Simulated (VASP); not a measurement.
# ZnO (P6_3/mmc) in VASP: notebook, part 2 of 3

VASP 6.6.1. Earlier steps stand in the parts before.

## (3) Single point, r2SCAN (volume changed by +3%)

File POSCAR:

```
ZnO
1.0
    3.0063363194      0.0000000000      0.0000000000
   -1.5031681597      2.6035636249      0.0000000000
    0.0000000000      0.0000000000      5.1763863266
Zn O
2 2
Direct
    0.0000000000      0.0000000000      0.0000000000
    0.0000000000      0.0000000000      0.5000000000
    0.3333333333      0.6666666667      0.2500000000
    0.6666666667      0.3333333333      0.7500000000
```

File INCAR.step1:

```
PREC = Accurate ; ENCUT = 520
ISMEAR = 0 ; SIGMA = 0.01
LREAL = False ; LASPH = True
NELM = 60 ; NBANDS = 26
GGA = PE ; ALGO = Normal
EDIFF = 1E-4 ; LWAVE = True
LCHARG = False
```

File INCAR.step2:

```
PREC = Accurate ; ENCUT = 520
EDIFF = 1E-6 ; ISMEAR = 0
SIGMA = 0.01 ; LREAL = False
LASPH = True ; NELM = 60
ALGO = Normal ; ISIF = 2
LWAVE = False ; LCHARG = False
METAGGA = R2SCAN ; LMIXTAU = True
NBANDS = 26 ; ISTART = 1
```

File KPOINTS:

```
Automatic mesh
0
Gamma
  9 9 4
```

Potentials or basis: VASP PAW PBE potentials, release 64 (Zn, O).

Started as:

```sh
cat potpaw_PBE.64/Zn/POTCAR potpaw_PBE.64/O/POTCAR > POTCAR
cp INCAR.step1 INCAR
mpirun -np 1 vasp_std > vasp.out
cp INCAR.step2 INCAR
mpirun -np 1 vasp_std > vasp.out
```

OUTCAR:

```text
PREC = Accurate
   ENCUT = 520
   EDIFF = 1E-6
   ISMEAR = 0
   LREAL = False
   LASPH = True
   NELM = 60
   ISIF = 2
   METAGGA = R2SCAN
   ISTART = 1

 ion  position               nearest neighbor table
   1  0.000  0.000  0.000-   3 2.17   4 2.17   3 2.17   4 2.17   4 2.17   3 2.17   2 2.59   2 2.59

   2  0.000  0.000  0.500-   3 2.17   4 2.17   3 2.17   4 2.17   4 2.17   3 2.17   1 2.59   1 2.59

   3  0.333  0.667  0.250-   1 2.17   2 2.17   1 2.17   2 2.17   1 2.17   2 2.17
   4  0.667  0.333  0.750-   1 2.17   2 2.17   1 2.17   2 2.17   1 2.17   2 2.17

  LATTYP: Found a hexagonal cell.
 ALAT       =     3.0063363194
 C/A-ratio  =     1.7218254302

  Lattice vectors:

 A1 = (   3.0063363194,   0.0000000000,   0.0000000000)
 A2 = (  -1.5031681597,   2.6035636249,   0.0000000000)
 A3 = (   0.0000000000,   0.0000000000,   5.1763863266)

Analysis of symmetry for initial positions (statically):
=====================================================================
 Subroutine PRICEL returns:
 Original cell was already a primitive cell.

 Routine SETGRP: Setting up the symmetry group for a
 hexagonal supercell.

 Subroutine GETGRP returns: Found 24 space group operations
 (whereof 12 operations were pure point group operations)
 out of a pool of 24 trial point group operations.

The static configuration has the point symmetry D_3d.
 The point group associated with its full space group is D_6h.

Analysis of symmetry for dynamics (positions and initial velocities):
=====================================================================
 Subroutine PRICEL returns:
 Original cell was already a primitive cell.

 Routine SETGRP: Setting up the symmetry group for a
 hexagonal supercell.

 Subroutine GETGRP returns: Found 24 space group operations
 (whereof 12 operations were pure point group operations)
 out of a pool of 24 trial point group operations.

The dynamic configuration has the point symmetry D_3d.
 The point group associated with its full space group is D_6h.

 Subroutine INISYM returns: Found 24 space group operations
 (whereof 12 operations are pure point group operations),
 and found     1 'primitive' translations

----------------------------------------------------------------------------------------

                                     Primitive cell

  volume of cell :      40.5165

  direct lattice vectors                    reciprocal lattice vectors
     3.006336319  0.000000000  0.000000000     0.332630782  0.192044471  0.000000000
    -1.503168160  2.603563625  0.000000000     0.000000000  0.384088943  0.000000000
     0.000000000  0.000000000  5.176386327     0.000000000  0.000000000  0.193184963

  length of vectors
     3.006336319  3.006336319  5.176386327     0.384088943  0.384088943  0.193184963

  position of ions in fractional coordinates (direct lattice)
     0.000000000  0.000000000  0.000000000
     0.000000000  0.000000000  0.500000000
     0.333333333  0.666666667  0.250000000
     0.666666667  0.333333333  0.750000000

  ion indices of the primitive-cell ions
   primitive index   ion index
                 1           1
                 2           2
                 3           3
                 4           4

----------------------------------------------------------------------------------------

 KPOINTS: Automatic mesh

Automatic generation of k-mesh.
 Grid dimensions read from file:
 generate k-points for:    9    9    4

 Generating k-lattice:

  Cartesian coordinates                     Fractional coordinates (reciprocal lattice)
     0.036958976  0.021338275  0.000000000     0.111111111 -0.000000000  0.000000000
     0.000000000  0.042676549  0.000000000     0.000000000  0.111111111  0.000000000
     0.000000000  0.000000000  0.048296241     0.000000000  0.000000000  0.250000000

  Length of vectors
     0.042676549  0.042676549  0.048296241

  Shift w.r.t. Gamma in fractional coordinates (k-lattice)
     0.000000000  0.000000000  0.000000000

 Subroutine IBZKPT returns following result:
 ===========================================

 Found     36 irreducible k-points:

 Following reciprocal coordinates:
            Coordinates               Weight
  0.000000  0.000000  0.000000      1.000000
  0.111111  0.000000  0.000000      6.000000
  0.222222  0.000000  0.000000      6.000000
  0.333333 -0.000000  0.000000      6.000000
  0.444444  0.000000  0.000000      6.000000
  0.111111  0.111111  0.000000      6.000000
[... 16 lines left out ...]
  0.333333  0.222222  0.250000     24.000000
  0.333333  0.333333  0.250000      4.000000
 [... further k-points ...]
   k-points           NKPTS =     36   k-points in BZ     NKDIM =     36   number of bands    NBANDS=     26
   number of dos      NEDOS =    301   number of ions     NIONS =      4
   total plane-waves  NPLWV =  23040
   dimension x,y,z NGX =    24 NGY =   24 NGZ =   40
   dimension x,y,z NGXF=    48 NGYF=   48 NGZF=   80
   ions per type =               2   2
   NGX,Y,Z   is equivalent  to a cutoff of  13.27, 13.27, 12.85 a.u.
   NGXF,Y,Z  is equivalent  to a cutoff of  26.54, 26.54, 25.69 a.u.
 SYSTEM =  unknown system
   PREC   = accura    normal or accurate (medium, high low for compatibility)
   ISTART =      1    job   : 0-new  1-cont  2-samecut
   ICHARG =      0    charge: 1-file 2-atom 10-const
   ISPIN  =      1    spin polarized calculation?
   LNONCOLLINEAR =      F non collinear calculations
   LSORBIT =      F    spin-orbit coupling
   LASPH  =      T    aspherical Exc in radial PAW
   ENCUT  =  520.0 eV  38.22 Ry    6.18 a.u.   5.59  5.59  9.62*2*pi/ulx,y,z
   NELM   =     60;   NELMIN=  2; NELMDL=  0     # of ELM steps
   EDIFF  = 0.1E-05   stopping-criterion for ELM
   LREAL  =      F    real-space projection
   EDIFFG = 0.1E-04   stopping-criterion for IOM
   NSW    =      0    number of steps for IOM
   IBRION =     -1    ionic relax: 0-MD 1-quasi-New 2-CG
   NFREE  =      0    steps in history (QN), initial steepest desc. (CG)
   ISIF   =      2    stress and relaxation
   ISYM   =      2    0-nonsym 1-usesym 2-fastsym
   POTIM  = 0.5000    time-step for ionic-motion
   TEBEG  =    0.0;   TEEND  =   0.0 temperature during run
   PSTRESS=    0.0 pullay stress
   NELECT =      36.0000    total number of electrons
   NUPDOWN=      -1.0000    fix difference up-down
   EMIN   =  10.00;   EMAX   =-10.00  energy-range for DOS
   EFERMI =   0.00;   METHOD = LEGACY
   ISMEAR =     0;   SIGMA  =   0.01  broadening in eV -4-tet -1-fermi 0-gaus
   EFERMI_NEDOS =   21; number of points for ismear=-14 and -15
   IALGO  =     38    algorithm
   IMIX   =      4    mixing-type and parameters
     AMIX     =   0.40;   BMIX     =  1.00
     AMIX_MAG =   1.60;   BMIX_MAG =  1.00
  volume/ion in A,a.u.               =      10.13        68.35
  Fermi-wavevector in a.u.,A,eV,Ry     =   1.573855  2.974156 33.701918  2.477021
  Thomas-Fermi vector in A             =   2.675077
   LORBIT       =      0    0 simple, 1 ext, 2 COOP (PROOUT), +10 PAW based schemes
   METAGGA = R2SCAN    functional components
   LHFCALC =     F    Hartree Fock is set to
   AEXX    =    0.0000 exact exchange contribution
   IVDW    =     0    specifies the selected vdW correction
   LEPSILON=     F    determine dielectric tensor
   LRPA    =     F    only Hartree local field effects (RPA)
 non-spin polarized calculation
 Gauss-broadening in eV      SIGMA  =   0.01
  energy-cutoff  :      520.00
  volume of cell :       40.52
 maximum number of plane-waves:      1123
 NGX is ok and might be reduce to    24
   NGX = 11   NGY = 11   NGZ = 19

 number of electron      35.9999983 magnetization

 Free energy of the ion-electron system (eV)
  ---------------------------------------------------
  ext. energy  EPLUGINS =         0.00000000
  ---------------------------------------------------
  free energy    TOTEN  =       -35.51954552 eV

  energy without entropy =      -35.51954552  energy(sigma->0) =      -35.51954552

 E-fermi :   2.1791     XC(G=0): -12.8511

 val. band max:        2.0246527003   @ k =   0.0000   0.0000   0.0000
 cond. band min:       3.2115022474   @ k =   0.0000   0.0000   0.0000
 fundamental gap:      1.1868495471
 Fermi energy:         2.1790578634

 k-point     1 :       0.0000    0.0000    0.0000
  band No.  band energies     occupation
      1     -17.2197      2.00000
      2     -16.1265      2.00000
      3      -5.2040      2.00000
      4      -3.8261      2.00000
      5      -3.8261      2.00000
      6      -3.6019      2.00000
[... 18 lines left out ...]
     25      20.7800      0.00000
     26      20.9825      0.00000
[... 644 lines left out ...]
      4      -4.1117      2.00000
      5      -4.1117      2.00000
      6      -3.6339      2.00000
[... 18 lines left out ...]
     25      14.2837      0.00000
     26      19.7545      0.00000

 [... further k-points ...]
[... 5 lines left out ...]
  --------------------------------------------------------------------------------------
  -------------------------------------------------------------------------------------
  Total       -0.9594567     -0.9594567     -1.1381535      0.0000000     -0.0000000     -0.0000000
  in kB      -37.9405427    -37.9405427    -45.0068861      0.0000000     -0.0000000     -0.0000000
  external PRESSURE =     -40.2959905 kB  Pullay stress =       0.0000000 kB

 VOLUME and BASIS-vectors are now :
 -----------------------------------------------------------------------------
  energy-cutoff  :      520.00
  volume of cell :       40.52
      direct lattice vectors                 reciprocal lattice vectors
     3.006336319  0.000000000  0.000000000     0.332630782  0.192044471  0.000000000
    -1.503168160  2.603563625  0.000000000     0.000000000  0.384088943  0.000000000
     0.000000000  0.000000000  5.176386327     0.000000000  0.000000000  0.193184963

 POSITION                                       TOTAL-FORCE (eV/Angst)
 -----------------------------------------------------------------------------------
      0.00000      0.00000      0.00000         0.000000      0.000000      0.000000
      0.00000      0.00000      2.58819         0.000000      0.000000      0.000000
     -0.00000      1.73571      1.29410        -0.000000      0.000000     -0.000000
      1.50317      0.86785      3.88229        -0.000000      0.000000      0.000000
 -----------------------------------------------------------------------------------
    total drift:                               -0.000000      0.000000     -0.000000

  FREE ENERGIE OF THE ION-ELECTRON SYSTEM (eV)
  ---------------------------------------------------
  free  energy   TOTEN  =       -35.5195455166 eV

  energy  without entropy=      -35.5195455166  energy(sigma->0) =      -35.51954552
```

Wall time 90 s (1 thread of AMD EPYC 9R45 (Zen 5), shared host); peak memory 0.15 GiB.

What came out:

| Property | Result |
| --- | --- |
| Free energy | -35.5195 eV |
| Pressure | -4.0 GPa |
| Band gap on the k mesh | 1.19 eV, direct |

Stress tensor (GPa, compression positive):
```
-3.79  0.00  0.00
 0.00 -3.79  0.00
 0.00  0.00 -4.50
```

Levels at points of the mesh, in eV from the valence-band top:
```tsv
k point	band 14	band 15	band 16	band 17	band 18	band 19	band 20	band 21	band 22	band 23
(0.00, 0.00, 0.00)	-1.56	-1.17	-1.17	0.00	0.00	1.19	6.29	9.26	14.80	14.80
(0.00, 0.00, 0.50)	-3.69	-0.51	-0.51	-0.51	-0.51	4.29	4.29	11.72	11.72	15.82
```

Caveat: the PAW data sets were made with another functional, which shifts forces and pressure a little.

## (4) Single point, r2SCAN (volume changed by +6%)

File POSCAR:

```
ZnO
1.0
    3.0352451728      0.0000000000      0.0000000000
   -1.5176225864      2.6285994264      0.0000000000
    0.0000000000      0.0000000000      5.2261623256
Zn O
2 2
Direct
    0.0000000000      0.0000000000      0.0000000000
    0.0000000000      0.0000000000      0.5000000000
    0.3333333333      0.6666666667      0.2500000000
    0.6666666667      0.3333333333      0.7500000000
```

File INCAR.step1:

```
SYSTEM = ZnO
ALGO     = Normal         ! electronic algorithm
EDIFF    = 1E-4           ! SCF threshold, eV
ENCUT    = 520            ! plane-wave cutoff, eV
GGA      = PE             ! functional
ISMEAR   = 0              ! smearing method
LASPH    = .TRUE.         ! aspherical terms in the spheres
LCHARG   = .FALSE.        ! write CHGCAR
LREAL    = .FALSE.        ! projectors in reciprocal space
LWAVE    = .TRUE.         ! write WAVECAR
NBANDS   = 26             ! bands
NELM     = 60             ! most SCF steps
PREC     = Accurate       ! precision mode
SIGMA    = 0.01           ! smearing width, eV
```

File INCAR.step2:

```
SYSTEM = ZnO
ALGO     = Normal         ! electronic algorithm
EDIFF    = 1E-7           ! SCF threshold, eV
ENCUT    = 520            ! plane-wave cutoff, eV
ISIF     = 2              ! what is computed and relaxed
ISMEAR   = 0              ! smearing method
ISTART   = 1            
LASPH    = .TRUE.         ! aspherical terms in the spheres
LCHARG   = .FALSE.        ! write CHGCAR
LMIXTAU  = .TRUE.       
LREAL    = .FALSE.        ! projectors in reciprocal space
LWAVE    = .FALSE.        ! write WAVECAR
METAGGA  = R2SCAN         ! meta-GGA
NBANDS   = 26             ! bands
NELM     = 60             ! most SCF steps
PREC     = Accurate       ! precision mode
SIGMA    = 0.01           ! smearing width, eV
```

File KPOINTS:

```
k-points
0
G
  9 9 4
  0 0 0
```

Started as:

```sh
cat potpaw_PBE.64/Zn/POTCAR potpaw_PBE.64/O/POTCAR > POTCAR
cp INCAR.step1 INCAR
mpirun -np 1 vasp_std > vasp.out
cp INCAR.step2 INCAR
mpirun -np 1 vasp_std > vasp.out
```

Run time: 1.7 min. Hardware: 1 thread of AMD EPYC 9R45 (Zen 5), shared host; peak memory 0.15 GiB.

The run converged. Its results:

* Free energy: -35.4725 eV
* Pressure: -8.6 GPa
* Band gap on the k mesh: 1.04 eV, direct

Stress tensor (GPa, compression positive):
```
-8.08  0.00  0.00
 0.00 -8.08  0.00
 0.00  0.00 -9.57
```

Levels at points of the mesh, in eV from the valence-band top:
```
           k point  band 16  band 17  band 18  band 19  band 20  band 21
(0.00, 0.00, 0.00)    -1.08     0.00     0.00     1.04     6.21     9.01
(0.00, 0.00, 0.50)    -0.47    -0.47    -0.47     4.14     4.14    11.56
```

Caveat: the PAW data sets were made with another functional, which shifts forces and pressure a little.

(Continued in part 3 of 3.)
